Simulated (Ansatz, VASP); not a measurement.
**One calculation of Sc, two programs**

The input INCAR:

```
SYSTEM = Sc
PREC = Accurate
ENCUT = 520
EDIFF = 1E-8
ISMEAR = -1
SIGMA = 0.03
LREAL = .False.
LASPH = .True.
NELM = 80
ALGO = Normal
ISIF = 2
LWAVE = .False.
LCHARG = .False.
GGA = PE
LEFG = .True.
NBANDS = 12
```

Contents of KPOINTS:

```
Automatic mesh
0
Gamma
  12 12 12
  0 0 0
```

File POSCAR:

```
Sc
1.0
    0.0000000000      2.2705000000      2.2705000000
    2.2705000000      0.0000000000      2.2705000000
    2.2705000000      2.2705000000      0.0000000000
Sc
1
Direct
    0.0000000000      0.0000000000      0.0000000000
```

Input for Ansatz:

```yaml
crystal:
  lattice:
    - [0.0, 2.2705, 2.2705]
    - [2.2705, 0.0, 2.2705]
    - [2.2705, 2.2705, 0.0]
  atoms:
    - { symbol: Sc, position: [0.0, 0.0, 0.0] }
kpoints:
  mp_grid: { grid: [12, 12, 12] }
  band_path:
    path:
      - [0.0, 0.0, 0.0]
      - [0.5, 0.0, 0.5]
      - [0.625, 0.25, 0.625]
      - [0.375, 0.375, 0.75]
      - [0.0, 0.0, 0.0]
      - [0.5, 0.5, 0.5]
      - [0.5, 0.25, 0.75]
      - [0.5, 0.0, 0.5]
    npoints: 8
scf:
  occupations: { method: fermi_dirac, width: 0.03 }
hamiltonian:
  xc: pbe
  pseudopotentials: { kind: all_electron, datasets: crystal }
output:
  forces: true
  stress: true
  eigenvalues: true
  efg: { contact_densities: true }
```

Alike in both runs: task electric field gradients; functional PBE; k mesh 12 × 12 × 12; occupations fermi-dirac, width 0.03 eV; no spin polarisation.

```csv
,VASP,Ansatz
version,VASP 6.6.1,Ansatz 0.2.0
potentials or method,"VASP PAW PBE potentials, release 64 (Sc_sv), cutoff 520 eV","all-electron PAW with datasets made for the crystal, scalar-relativistic"
```

Ansatz gave:

| Property | Result |
| --- | --- |
| pressure (GPa) | 2.9 |

Problem. Which values does VASP return?

Solution. Pressure (GPa): 3.0.

Ansatz ran all-electron here, and VASP with PAW potentials.
